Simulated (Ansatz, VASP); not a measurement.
**ZnO in VASP and in Ansatz**

```
Zn O
1.0
     5.60847    0.00000    0.00000
     0.00000    5.60847    0.00000
     0.00000    0.00000    3.27912
Zn O
4 4
Cartesian
  1.0189 1.0189 1.6396
  4.5895 4.5895 1.6396
  3.8232 1.7853 0.0000
  1.7853 3.8232 0.0000
  4.5901 1.0183 1.6396
  1.0183 4.5901 1.6396
  3.8226 3.8226 0.0000
  1.7859 1.7859 0.0000
```

Alike in both runs: functional PBE; k mesh 6 × 6 × 8; occupations gaussian, width 0.02 eV; no spin polarisation.

Ansatz relaxed the structure, and its values are those at the end. VASP's run is a single point on that final structure, the one shown.

|  | VASP | Ansatz |
| --- | --- | --- |
| version | VASP 6.6.1 | Ansatz 0.2.0 |
| potentials or method | VASP PAW PBE potentials, release 64 (Zn, O), cutoff 520 eV | scalar-relativistic, plane waves, PAW |
| valence electrons in the cell | 72 | 72 |

Ansatz gave:

* gap on the k mesh at the Fermi level (eV): 0.76
* least direct gap on the mesh (eV): 0.76
* pressure (GPa): 0.0

**Question.** Estimate VASP's values.

**Answer.** gap on the k mesh at the Fermi level (eV): 0.74; least direct gap on the mesh (eV): 0.74; pressure (GPa): 0.8.
